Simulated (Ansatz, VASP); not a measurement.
# Sn: VASP beside Ansatz

File INCAR:

```
SYSTEM = Sn
ALGO     = Normal         ! electronic algorithm
EDIFF    = 1E-8           ! SCF threshold, eV
ENCUT    = 520            ! plane-wave cutoff, eV
GGA      = PE             ! functional
ISIF     = 2              ! what is computed and relaxed
ISMEAR   = -1             ! smearing method
LASPH    = .True.         ! aspherical terms in the spheres
LCHARG   = .False.        ! write CHGCAR
LEFG     = .True.       
LREAL    = .False.        ! projectors in reciprocal space
LWAVE    = .False.        ! write WAVECAR
NBANDS   = 21             ! bands
NELM     = 60             ! most SCF steps
PREC     = Accurate       ! precision mode
SIGMA    = 0.03           ! smearing width, eV
```

File KPOINTS:

```
k-points
0
Gamma
  9 9 9
  0 0 0
```

Contents of POSCAR:

```
Sn
1.0
    0.0000000000      3.3105120000      3.2456000000
    3.3105120000      0.0000000000      3.2456000000
    3.3105120000      3.3105120000      0.0000000000
Sn
2
Direct
    0.5000000000      0.5000000000      0.5000000000
    0.7500000000      0.7500000000      0.7500000000
```

Input for Ansatz:

```yaml
crystal:
  lattice:
    - [0.0, 3.310512, 3.2456]
    - [3.310512, 0.0, 3.2456]
    - [3.310512, 3.310512, 0.0]
  atoms:
    - { symbol: Sn, position: [0.5, 0.5, 0.5] }
    - { symbol: Sn, position: [0.75, 0.75, 0.75] }
kpoints:
  mp_grid: { grid: [9, 9, 9] }
scf:
  occupations: { method: fermi_dirac, width: 0.03 }
hamiltonian:
  xc: pbe
  pseudopotentials: { kind: all_electron, datasets: crystal }
output:
  forces: true
  stress: true
  eigenvalues: true
  efg: { contact_densities: true }
```

Change from the starting cell: x and y stretched by +2 %, z held, crystal datasets.

Alike in both runs: task electric field gradients; functional PBE; k mesh 9 × 9 × 9; occupations fermi-dirac, width 0.03 eV; no spin polarisation.

|  | VASP | Ansatz |
| --- | --- | --- |
| version | VASP 6.6.1 | Ansatz 0.2.0 |
| potentials or method | VASP PAW PBE potentials, release 64 (Sn_d), cutoff 520 eV | all-electron PAW with datasets made for the crystal, scalar-relativistic |

```tsv
	VASP	Ansatz	Ansatz less VASP
pressure (GPa)	1.3	1.4	+0.05
traceless stress, the component that is largest in VASP (GPa)	0.36	0.36	+0.001
size of Vzz on the site where it differs most (V/Å²)	3.3	3.6	+0.35
```

Ansatz ran all-electron here, and VASP with PAW potentials.
